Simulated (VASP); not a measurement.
Input of a VASP 6.6.1 run:

Contents of POSCAR:

```
NaCl
1.0
    3.5021900000      0.0000000000      0.0000000000
    0.0000000000      3.5021900000      0.0000000000
    0.0000000000      0.0000000000      3.5021900000
Cl Na
1 1
Direct
    0.5000000000      0.5000000000      0.5000000000
    0.0000000000      0.0000000000      0.0000000000
```

File INCAR.step1:

```
PREC = Accurate
ENCUT = 520
EDIFF = 1E-5
ISMEAR = -1
SIGMA = 0.05
LREAL = False
LASPH = True
NELM = 80
ALGO = Normal
ISIF = 2
LWAVE = True
LCHARG = False
NBANDS = 14
GGA = PE
```

Contents of INCAR.step2:

```
PREC = Accurate
ENCUT = 520
EDIFF = 1E-7
ISMEAR = -1
SIGMA = 0.05
LREAL = False
LASPH = True
NELM = 80
ALGO = Normal
ISIF = 2
LWAVE = False
LCHARG = False
GGA = PE
LHFCALC = True
AEXX = 0.25
PRECFOCK = Normal
NBANDS = 14
ISTART = 1
```

The input KPOINTS:

```
Automatic mesh
0
Gamma
  4 4 4
```

Potentials or basis: VASP PAW PBE potentials, release 64 (Cl, Na_pv).

Run with:

```bash
$ cat potpaw_PBE.64/Cl/POTCAR potpaw_PBE.64/Na_pv/POTCAR > POTCAR
$ cp INCAR.step1 INCAR
$ mpirun -np 1 vasp_std > vasp.out
$ cp INCAR.step2 INCAR
$ mpirun -np 1 vasp_std > vasp.out
```

**Question.** What does it give for the pressure?

**Answer.** -0.5 GPa.

**Question.** What does it give for the band gap on the k mesh?

**Answer.** 6.03 eV (least direct gap 6.57 eV).

Caveat: the k points lie up to 0.45 Å⁻¹ apart; the PAW data sets were made with another functional, which shifts forces and pressure a little. A k mesh can miss the band edges.
